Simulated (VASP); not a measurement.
Wanted: the native input for a VASP 6.6.1 run.

```
Task                   : single point
Functional             : r2SCAN
Potentials or basis    : VASP PAW PBE potentials, release 64 (Pt, S)
Cutoff                 : 550 eV
k mesh                 : 8 × 8 × 4
Occupations            : gaussian, width 0.05 eV
Spin                   : no spin polarisation
Dipole correction      : no
Further INCAR settings : ALGO = Normal; EDIFF = 1e-06; NBANDS = 18
```

PtS2:

```
Pt S
1.0
     3.54783    0.00000    0.00000
    -1.77392    3.01106    0.00000
     0.00000    0.00000    5.59569
Pt S
1 2
Direct
  0.00000 0.00000 0.00000
  0.33333 0.66667 0.22042
  0.66667 0.33333 0.77958
```

These files were run (other wordings do the same):

POSCAR

```
PtS2
1.0
    3.5478349487      0.0000000000      0.0000000000
   -1.7739174743      3.0110648901      0.0000000000
    0.0000000000      0.0000000000      5.5956922260
Pt S
1 2
Direct
    0.0000000000      0.0000000000      0.0000000000
    0.3333333333      0.6666666667      0.2204225226
    0.6666666667      0.3333333333      0.7795774774
```

INCAR.step1

```
SYSTEM = PtS2
PREC     = Accurate       ! precision mode
ENCUT    = 550            ! plane-wave cutoff, eV
ISMEAR   = 0              ! smearing method
SIGMA    = 0.05           ! smearing width, eV
LREAL    = .False.        ! projectors in reciprocal space
LASPH    = .True.         ! aspherical terms in the spheres
NELM     = 120            ! most SCF steps
NBANDS   = 18             ! bands
GGA      = PE             ! functional
ALGO     = Normal         ! electronic algorithm
EDIFF    = 1E-5           ! SCF threshold, eV
LWAVE    = .True.         ! write WAVECAR
LCHARG   = .False.        ! write CHGCAR
GGA_COMPAT= .False.
```

INCAR.step2

```
SYSTEM = PtS2
PREC     = Accurate       ! precision mode
ENCUT    = 550            ! plane-wave cutoff, eV
EDIFF    = 1E-6           ! SCF threshold, eV
ISMEAR   = 0              ! smearing method
SIGMA    = 0.05           ! smearing width, eV
LREAL    = .False.        ! projectors in reciprocal space
LASPH    = .True.         ! aspherical terms in the spheres
NELM     = 120            ! most SCF steps
ALGO     = Normal         ! electronic algorithm
ISIF     = 2              ! what is computed and relaxed
LWAVE    = .False.        ! write WAVECAR
LCHARG   = .True.         ! write CHGCAR
METAGGA  = R2SCAN         ! meta-GGA
LMIXTAU  = .True.       
LELF     = .True.         ! ELF
LVHAR    = .True.       
NBANDS   = 18             ! bands
ISTART   = 1            
GGA_COMPAT= .False.
```

KPOINTS

```
regular mesh
0
Gamma
  8 8 4
  0 0 0
```

Potentials or basis: VASP PAW PBE potentials, release 64 (Pt, S).

Launch:

```bash
$ cat potpaw_PBE.64/Pt/POTCAR potpaw_PBE.64/S/POTCAR > POTCAR
$ cp INCAR.step1 INCAR
$ mpirun -np 1 vasp_std > vasp.out
$ cp INCAR.step2 INCAR
$ mpirun -np 1 vasp_std > vasp.out
```

Results of the run:

The pressure is 3.1 GPa, the largest force is 0.303 eV/Å and the band gap on the k mesh is 1.33 eV (least direct gap 1.43 eV).

Caveat: the cell stands under pressure; the PAW data sets were made with another functional, which shifts forces and pressure a little; spin-orbit coupling is left out, which moves the levels of the heavy elements.

It took 2.1 min on 1 thread of Intel(R) Xeon(R) 6975P-C (Granite Rapids), on a shared host, peak memory 0.25 GiB.
